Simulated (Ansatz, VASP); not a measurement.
**One calculation of Y, two programs**

```
CELL_PARAMETERS angstrom
5.64788 0.00000 0.00000
-2.82394 4.89121 0.00000
0.00000 0.00000 3.52850
ATOMIC_POSITIONS crystal
Y 0.00000 0.00000 0.00000
Y 0.33333 0.66667 0.50000
Y 0.66667 0.33333 0.50000
```

Alike in both runs: functional PBE; k mesh 6 × 6 × 9; occupations fermi-dirac, width 0.08 eV; no spin polarisation.

Ansatz relaxed the structure, and its values are those at the end. VASP's run is a single point on that final structure, the one shown.

|  | VASP | Ansatz |
| --- | --- | --- |
| version | VASP 6.6.1 | Ansatz 0.2.0 |
| potentials or method | VASP PAW PBE potentials, release 64 (Y_sv) | PAW with Ansatz's default frozen-core files, scalar-relativistic |
| plane-wave cutoff (eV) | 520 | 420 |
| valence electrons in the cell | 33 | 33 |

Ansatz gave:

```
pressure (GPa) : 0.0
```

**Question.** What did VASP give for the same quantities?

**Answer.** Pressure (GPa): -0.1.

The functional is the same, so the differences come from potentials, cutoffs and numerics.
